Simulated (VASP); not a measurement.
La3Mg:

```xyz
4
Lattice="0.0000 4.1200 4.1200 4.1200 0.0000 4.1200 4.1200 4.1200 0.0000" Properties=species:S:1:pos:R:3 pbc="T T T"
Mg    0.0000    0.0000    0.0000
La    4.1200    4.1200    4.1200
La    2.0600    2.0600    2.0600
La    6.1800    6.1800    6.1800
```

| Item | Value |
| --- | --- |
| Program | VASP 6.6.1 |
| Task | relaxation of cell and atoms |
| Functional | LDA |
| Potentials or basis | VASP PAW LDA potentials, release 64 (Mg, La) |
| Cutoff | 600 eV |
| k mesh | 5 × 5 × 5 |
| Occupations | fermi-dirac, width 0.1 eV |
| Spin | no spin polarisation |

At the start: pressure -3.9 GPa; volume 34.97 Å³/atom.

Problem. How do energy, volume and symmetry change on relaxing?

Solution. Over 3 steps the energy falls by 68.0 meV/atom and the volume is 29.90 Å³/atom (-14.5 %); space group Fm-3m (No. 225, to 0.1 Å) before and after.

Step by step:
```
step  energy change (eV)  largest force (eV/Å)  pressure (GPa)  volume (Å³)
   1              0.0000                0.0000           -3.86       139.87
   2             -0.2588                0.0000           -0.98       123.48
   3             -0.2719                0.0000           -0.06       119.59
```

Final structure:
```yaml
crystal:
  lattice:
    - [0.00000, 3.91043, 3.91043]
    - [3.91043, 0.00000, 3.91043]
    - [3.91043, 3.91043, 0.00000]
  atoms:
    - { symbol: Mg, position: [0.00000, 0.00000, 0.00000] }
    - { symbol: La, position: [0.50000, 0.50000, 0.50000] }
    - { symbol: La, position: [0.25000, 0.25000, 0.25000] }
    - { symbol: La, position: [0.75000, 0.75000, 0.75000] }
```
